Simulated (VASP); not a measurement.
Set up this calculation in VASP 6.6.1, as the native input.

| Item | Value |
| --- | --- |
| Task | single point |
| Functional | PBE |
| Potentials or basis | VASP PAW PBE potentials, release 64 (Al, O) |
| Cutoff | 520 eV |
| k mesh | 4 × 4 × 4 |
| Occupations | gaussian, width 0.1 eV |
| Spin | collinear spin, ferromagnetic start |
| Starting moments | [0.0, 0.0, 1.0, 1.0, 1.0, 1.0] μB |
| Dipole correction | no |
| Further INCAR settings | ALGO = Normal; EDIFF = 1e-07; NBANDS = 28 |

The structure of AlO2 lies in POSCAR:

```
AlO2
1.0
    4.0785518473      0.0000000000      0.0000000000
    0.0000000000      4.0785518473      0.0000000000
    0.0000000000      0.0000000000      4.0785518473
Al O
2 4
Direct
    0.0000000000      0.0000000000      0.0000000000
    0.5000000000      0.5000000000      0.5000000000
    0.7500000000      0.2500000000      0.7500000000
    0.2500000000      0.7500000000      0.7500000000
    0.2500000000      0.2500000000      0.2500000000
    0.7500000000      0.7500000000      0.2500000000
```

The input as run:

INCAR

```
SYSTEM = AlO2
ALGO = Normal ; EDIFF = 1E-7
ENCUT = 520 ; GGA = PE
ISIF = 2 ; ISMEAR = 0
ISPIN = 2 ; LASPH = .TRUE.
LCHARG = .FALSE. ; LORBIT = 11
LREAL = .FALSE. ; LWAVE = .FALSE.
MAGMOM = 0 0 1 1 1 1 ; NBANDS = 28
NELM = 150 ; PREC = Accurate
SIGMA = 0.1
```

KPOINTS

```
k-points
0
G
  4 4 4
  0 0 0
```

Potentials or basis: VASP PAW PBE potentials, release 64 (Al, O).

Launch:

```sh
$ cat potpaw_PBE.64/Al/POTCAR potpaw_PBE.64/O/POTCAR > POTCAR
$ mpirun -np 1 vasp_std > vasp.out
```

It gave:

| Item | Value |
| --- | --- |
| Pressure | 0.3 GPa |
| Band gap on the k mesh | zero (filled and empty bands overlap) |
| Net moment | 2.00 μB per cell |
| Site moments | Al -0.01; O +0.42 μB |
| Valence electrons inside the program's atomic spheres | Al 0.77; O 5.03 |

Caveat: the k points lie up to 0.39 Å⁻¹ apart.

Run time: 27 s on 1 thread of Intel(R) Xeon(R) Platinum 8488C (Sapphire Rapids) (shared host), peak memory 0.18 GiB.
